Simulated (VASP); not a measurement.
# Pd (Fm-3m) in VASP: notebook

The runs below take Pd through single point, relaxation of cell and atoms, with PBE.

Everything below comes from runs of VASP 6.6.1. Logs are shortened: lines on timing, memory, paths and dates and some standing lists are left out, and cuts for length are marked.

### 1 The cell of the first run

Symmetry: Fm-3m, No. 225, cubic system. The conventional cell has a = 3.941 Å, b = 3.941 Å, c = 3.941 Å, α = 90.00°, β = 90.00°, γ = 90.00°. Pd (site symmetry m-3m) has 12 Pd at 2.79 Å within 3.7 Å.

### 2 Single point, PBE

Contents of INCAR:

```
SYSTEM = Pd
ALGO     = Fast           ! electronic algorithm
EDIFF    = 1E-6           ! SCF threshold, eV
ENCUT    = 520            ! plane-wave cutoff, eV
GGA      = PE             ! functional
ISIF     = 2              ! what is computed and relaxed
ISMEAR   = 1              ! smearing method
LASPH    = .TRUE.         ! aspherical terms in the spheres
LCHARG   = .FALSE.        ! write CHGCAR
LREAL    = .FALSE.        ! projectors in reciprocal space
LWAVE    = .FALSE.        ! write WAVECAR
NBANDS   = 11             ! bands
NELM     = 60             ! most SCF steps
PREC     = Accurate       ! precision mode
SIGMA    = 0.1            ! smearing width, eV
```

Contents of KPOINTS:

```
k-points
0
G
  20 20 20
  0 0 0
```

Contents of POSCAR:

```
Pd
1.0
    0.0000000000      1.9706514613      1.9706514613
    1.9706514613      0.0000000000      1.9706514613
    1.9706514613      1.9706514613      0.0000000000
Pd
1
Direct
    0.0000000000      0.0000000000      0.0000000000
```

Potentials or basis: VASP PAW PBE potentials, release 64 (Pd).

Launch:

```console
cat potpaw_PBE.64/Pd/POTCAR > POTCAR
mpirun -np 1 vasp_std > vasp.out
```

OUTCAR:

```text
SYSTEM = Pd
   EDIFF = 1E-6
   ENCUT = 520
   GGA = PE
   ISIF = 2
   ISMEAR = 1
   LASPH = .TRUE.
   LREAL = .FALSE.
   NELM = 60
   PREC = Accurate

 ion  position               nearest neighbor table
   1  0.000  0.000  0.000-

  LATTYP: Found a face centered cubic cell.
 ALAT       =     3.9413029226

  Lattice vectors:

 A1 = (   0.0000000000,   1.9706514613,   1.9706514613)
 A2 = (   1.9706514613,   0.0000000000,   1.9706514613)
 A3 = (   1.9706514613,   1.9706514613,   0.0000000000)

Analysis of symmetry for initial positions (statically):
=====================================================================
 Subroutine PRICEL returns:
 Original cell was already a primitive cell.

 Routine SETGRP: Setting up the symmetry group for a
 face centered cubic supercell.

 Subroutine GETGRP returns: Found 48 space group operations
 (whereof 48 operations were pure point group operations)
 out of a pool of 48 trial point group operations.

The static configuration has the point symmetry O_h .

Analysis of symmetry for dynamics (positions and initial velocities):
=====================================================================
 Subroutine PRICEL returns:
 Original cell was already a primitive cell.

 Routine SETGRP: Setting up the symmetry group for a
 face centered cubic supercell.

 Subroutine GETGRP returns: Found 48 space group operations
 (whereof 48 operations were pure point group operations)
 out of a pool of 48 trial point group operations.

The dynamic configuration has the point symmetry O_h .

 Subroutine INISYM returns: Found 48 space group operations
 (whereof 48 operations are pure point group operations),
 and found     1 'primitive' translations

----------------------------------------------------------------------------------------

                                     Primitive cell

  volume of cell :      15.3059

  direct lattice vectors                    reciprocal lattice vectors
     0.000000000  1.970651461  1.970651461    -0.253723203  0.253723203  0.253723203
     1.970651461  0.000000000  1.970651461     0.253723203 -0.253723203  0.253723203
     1.970651461  1.970651461  0.000000000     0.253723203  0.253723203 -0.253723203

  length of vectors
     2.786922023  2.786922023  2.786922023     0.439461478  0.439461478  0.439461478

  position of ions in fractional coordinates (direct lattice)
     0.000000000  0.000000000  0.000000000

  ion indices of the primitive-cell ions
   primitive index   ion index
                 1           1

----------------------------------------------------------------------------------------

 KPOINTS: k-points

Automatic generation of k-mesh.
 Grid dimensions read from file:
 generate k-points for:   20   20   20

 Generating k-lattice:

  Cartesian coordinates                     Fractional coordinates (reciprocal lattice)
    -0.012686160  0.012686160  0.012686160     0.050000000  0.000000000  0.000000000
     0.012686160 -0.012686160  0.012686160     0.000000000  0.050000000  0.000000000
     0.012686160  0.012686160 -0.012686160     0.000000000  0.000000000  0.050000000

  Length of vectors
     0.021973074  0.021973074  0.021973074

  Shift w.r.t. Gamma in fractional coordinates (k-lattice)
     0.000000000  0.000000000  0.000000000

 Subroutine IBZKPT returns following result:
 ===========================================

 Found    256 irreducible k-points:

 Following reciprocal coordinates:
            Coordinates               Weight
  0.000000  0.000000  0.000000      1.000000
  0.050000  0.000000  0.000000      8.000000
  0.100000  0.000000  0.000000      8.000000
  0.150000  0.000000  0.000000      8.000000
  0.200000  0.000000  0.000000      8.000000
  0.250000  0.000000  0.000000      8.000000
[... 16 lines left out ...]
 -0.400000  0.050000  0.000000     24.000000
 -0.350000  0.050000  0.000000     24.000000
 [... further k-points ...]
   k-points           NKPTS =    256   k-points in BZ     NKDIM =    256   number of bands    NBANDS=     11
   number of dos      NEDOS =    301   number of ions     NIONS =      1
   total plane-waves  NPLWV =  13824
   dimension x,y,z NGX =    24 NGY =   24 NGZ =   24
   dimension x,y,z NGXF=    48 NGYF=   48 NGZF=   48
   ions per type =               1
   NGX,Y,Z   is equivalent  to a cutoff of  14.32, 14.32, 14.32 a.u.
   NGXF,Y,Z  is equivalent  to a cutoff of  28.63, 28.63, 28.63 a.u.
 SYSTEM =  Pd
   PREC   = accura    normal or accurate (medium, high low for compatibility)
   ISTART =      0    job   : 0-new  1-cont  2-samecut
   ICHARG =      2    charge: 1-file 2-atom 10-const
   ISPIN  =      1    spin polarized calculation?
   LNONCOLLINEAR =      F non collinear calculations
   LSORBIT =      F    spin-orbit coupling
   LASPH  =      T    aspherical Exc in radial PAW
   ENCUT  =  520.0 eV  38.22 Ry    6.18 a.u.   5.18  5.18  5.18*2*pi/ulx,y,z
   NELM   =     60;   NELMIN=  2; NELMDL= -5     # of ELM steps
   EDIFF  = 0.1E-05   stopping-criterion for ELM
   LREAL  =      F    real-space projection
   EDIFFG = 0.1E-04   stopping-criterion for IOM
   NSW    =      0    number of steps for IOM
   IBRION =     -1    ionic relax: 0-MD 1-quasi-New 2-CG
   NFREE  =      0    steps in history (QN), initial steepest desc. (CG)
   ISIF   =      2    stress and relaxation
   ISYM   =      2    0-nonsym 1-usesym 2-fastsym
   POTIM  = 0.5000    time-step for ionic-motion
   TEBEG  =    0.0;   TEEND  =   0.0 temperature during run
   PSTRESS=    0.0 pullay stress
   NELECT =      10.0000    total number of electrons
   NUPDOWN=      -1.0000    fix difference up-down
   EMIN   =  10.00;   EMAX   =-10.00  energy-range for DOS
   EFERMI =   0.00;   METHOD = LEGACY
   ISMEAR =     1;   SIGMA  =   0.10  broadening in eV -4-tet -1-fermi 0-gaus
   EFERMI_NEDOS =   21; number of points for ismear=-14 and -15
   IALGO  =     68    algorithm
   IMIX   =      4    mixing-type and parameters
     AMIX     =   0.40;   BMIX     =  1.00
     AMIX_MAG =   1.60;   BMIX_MAG =  1.00
  volume/ion in A,a.u.               =      15.31       103.29
  Fermi-wavevector in a.u.,A,eV,Ry     =   1.420545  2.684441 27.455853  2.017948
  Thomas-Fermi vector in A             =   2.541449
   LORBIT       =      0    0 simple, 1 ext, 2 COOP (PROOUT), +10 PAW based schemes
   GGA     = PE    functional components
   LHFCALC =     F    Hartree Fock is set to
   AEXX    =    0.0000 exact exchange contribution
   IVDW    =     0    specifies the selected vdW correction
   LEPSILON=     F    determine dielectric tensor
   LRPA    =     F    only Hartree local field effects (RPA)
 non-spin polarized calculation
 RMM-DIIS sequential band-by-band and
 Methfessel and Paxton  Order N= 1 SIGMA  =   0.10
  energy-cutoff  :      520.00
  volume of cell :       15.31
 maximum number of plane-waves:       428
 NGX is ok and might be reduce to    24
   NGX = 11   NGY = 11   NGZ = 11

 number of electron      10.0000000 magnetization

 Free energy of the ion-electron system (eV)
  ---------------------------------------------------
  ext. energy  EPLUGINS =         0.00000000
  ---------------------------------------------------
  free energy    TOTEN  =        -5.21431092 eV

  energy without entropy =       -5.21373897  energy(sigma->0) =       -5.21412027

 E-fermi :   9.1412     XC(G=0): -12.9565

 val. band max:        9.1365397792   @ k =   0.5000   0.0500   0.0000
 cond. band min:       9.1422669037   @ k =   0.5000   0.2500   0.0500
 fundamental gap:      0.0057271245
 Fermi energy:         9.1412214026

 k-point     1 :       0.0000    0.0000    0.0000
  band No.  band energies     occupation
      1       2.3139      2.00000
      2       6.4873      2.00000
      3       6.4873      2.00000
      4       6.4873      2.00000
      5       8.0038      2.00000
      6       8.0038      2.00000
      7      26.3381      0.00000
      8      30.9070      0.00000
      9      30.9070      0.00000
     10      30.9070      0.00000
     11      35.9846      0.00000

 k-point     2 :       0.0500    0.0000    0.0000
  band No.  band energies     occupation
      1       2.4022      2.00000
      2       6.4567      2.00000
      3       6.5176      2.00000
      4       6.5176      2.00000
      5       7.9894      2.00000
      6       7.9894      2.00000
      7      26.4263      0.00000
      8      30.2748      0.00000
      9      31.0023      0.00000
     10      31.0023      0.00000
     11      36.4078      0.00000

 k-point     3 :       0.1000    0.0000    0.0000
  band No.  band energies     occupation
      1       2.6597      2.00000
      2       6.3773      2.00000
      3       6.5990      2.00000
      4       6.5990      2.00000
      5       7.9565      2.00000
      6       7.9565      2.00000
      7      26.6273      0.00000
      8      28.9407      0.00000
      9      31.2745      0.00000
     10      31.2745      0.00000
     11      36.3449      0.00000

 k-point     4 :       0.1500    0.0000    0.0000
  band No.  band energies     occupation
      1       3.0594      2.00000
      2       6.2888      2.00000
      3       6.7005      2.00000
      4       6.7005      2.00000
      5       7.9387      2.00000
      6       7.9387      2.00000
      7      26.5081      0.00000
      8      27.7276      0.00000
      9      31.6770      0.00000
     10      31.6770      0.00000
     11      35.3226      0.00000
[... 239 lines left out ...]
 k-point    22 :      -0.4500    0.0500    0.0000
  band No.  band energies     occupation
      1       4.2190      2.00000
      2       6.4147      2.00000
      3       6.4998      2.00000
      4       8.7105      2.00000
      5       9.0576      1.99770
      6      10.5733     -0.00000
      7      16.4539      0.00000
      8      25.7684      0.00000
      9      29.3818      0.00000
     10      29.9754      0.00000
     11      36.0260      0.00000

 k-point    23 :      -0.4000    0.0500    0.0000
  band No.  band energies     occupation
      1       4.2551      2.00000
      2       6.4679      2.00000
      3       6.5390      2.00000
      4       8.4527      2.00000
      5       8.8701      2.00086
      6       9.9115     -0.00000
      7      17.5866      0.00000
      8      25.9578      0.00000
      9      29.4974      0.00000
     10      30.6136      0.00000
     11      35.7794      0.00000

 k-point    24 :      -0.3500    0.0500    0.0000
  band No.  band energies     occupation
      1       4.2985      2.00000
      2       6.5507      2.00000
      3       6.6122      2.00000
      4       7.8603      2.00000
      5       8.6048      2.00000
      6       9.2793     -0.06488
      7      19.1835      0.00000
      8      26.2923      0.00000
      9      29.8641      0.00000
     10      31.5455      0.00000
     11      35.2672      0.00000

 [... further k-points ...]
[... 5 lines left out ...]
  --------------------------------------------------------------------------------------
  -------------------------------------------------------------------------------------
  Total       -0.0265285     -0.0265285     -0.0265285      0.0000000      0.0000000      0.0000000
  in kB       -2.7769255     -2.7769255     -2.7769255      0.0000000      0.0000000      0.0000000
  external PRESSURE =      -2.7769255 kB  Pullay stress =       0.0000000 kB

 VOLUME and BASIS-vectors are now :
 -----------------------------------------------------------------------------
  energy-cutoff  :      520.00
  volume of cell :       15.31
      direct lattice vectors                 reciprocal lattice vectors
     0.000000000  1.970651461  1.970651461    -0.253723203  0.253723203  0.253723203
     1.970651461  0.000000000  1.970651461     0.253723203 -0.253723203  0.253723203
     1.970651461  1.970651461  0.000000000     0.253723203  0.253723203 -0.253723203

 POSITION                                       TOTAL-FORCE (eV/Angst)
 -----------------------------------------------------------------------------------
      0.00000      0.00000      0.00000         0.000000      0.000000      0.000000
 -----------------------------------------------------------------------------------
    total drift:                               -0.000000      0.000000      0.000000

  FREE ENERGIE OF THE ION-ELECTRON SYSTEM (eV)
  ---------------------------------------------------
  free  energy   TOTEN  =        -5.2143109199 eV

  energy  without entropy=       -5.2137389719  energy(sigma->0) =       -5.21412027
```

It took 46 s on 1 thread of Intel Xeon 8259CL, shared host; peak memory 0.17 GiB.

What came out:

| Quantity | Value |
| --- | --- |
| Free energy | -5.2143 eV |
| Pressure | -0.3 GPa |
| Band gap on the k mesh | zero (bands 5 and 6 overlap by 1.49 eV) |

(Continued in part 2 of 2.)
